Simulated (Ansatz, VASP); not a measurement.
One calculation of Al2Cu, two programs

INCAR

```
SYSTEM = Al2Cu
ALGO = Normal
EDIFF = 1E-6
ENCUT = 520
ISIF = 2
ISMEAR = 0
LASPH = .TRUE.
LCHARG = .FALSE.
LREAL = .FALSE.
LWAVE = .FALSE.
NBANDS = 16
NELM = 80
PREC = Accurate
SIGMA = 0.15
```

KPOINTS

```
k-points
0
G
  10 10 14
  0 0 0
```

The input POSCAR:

```
Al2Cu
1.0
    3.7593000000      0.0000000000      0.0000000000
    0.0000000000      3.7593000000      0.0000000000
    0.0000000000      0.0000000000      2.8966000000
Al Cu
2 1
Direct
    0.5000000000      0.0000000000      0.5000000000
    0.0000000000      0.5000000000      0.5000000000
    0.0000000000      0.0000000000      0.0000000000
```

Input for Ansatz:

```yaml
crystal:
  lattice:
    - [3.7593, 0.0, 0.0]
    - [0.0, 3.7593, 0.0]
    - [0.0, 0.0, 2.8966]
  atoms:
    - { symbol: Al, position: [0.5, 0.0, 0.5] }
    - { symbol: Al, position: [0.0, 0.5, 0.5] }
    - { symbol: Cu, position: [0.0, 0.0, 0.0] }
basis:
  ecutwfc: 520.0
kpoints:
  mp_grid: { grid: [10, 10, 14] }
hamiltonian:
  xc: lda
  pseudopotentials: { kind: paw, azcp: { folder: soft_1 } }
scf:
  occupations: { method: gaussian, width: 0.15 }
output:
  forces: true
  stress: true
  eigenvalues: true
```

Alike in both runs: task single point; functional LDA; k mesh 10 × 10 × 14; occupations gaussian, width 0.15 eV; no spin polarisation.

|  | VASP | Ansatz |
| --- | --- | --- |
| version | VASP 6.6.1 | Ansatz 0.2.0 |
| potentials or method | VASP PAW LDA potentials, release 64 (Al, Cu), cutoff 520 eV | scalar-relativistic, plane waves, PAW |
| valence electrons in the cell | 17 | 25 |

Ansatz gave:

| Property | Result |
| --- | --- |
| gap on the k mesh at the Fermi level (eV) | none |
| pressure (GPa) | 17.1 |
| traceless stress, the component that is largest in VASP (GPa) | -8.84 |

Task: What did VASP give for the same quantities?

Result: gap on the k mesh at the Fermi level (eV): none; pressure (GPa): 17.3; traceless stress, the component that is largest in VASP (GPa): -8.85.

Ansatz warns that its potentials were made for another functional, while VASP's fit it. LDA's correlation is that of Perdew and Zunger in VASP and of Perdew and Wang (1992) in Ansatz. A gap of «none» marks a metal or a gap that the smearing closes. VASP's potentials hold 17 valence electrons a cell and Ansatz's 25, so a difference there can come from the potentials and not from the codes.
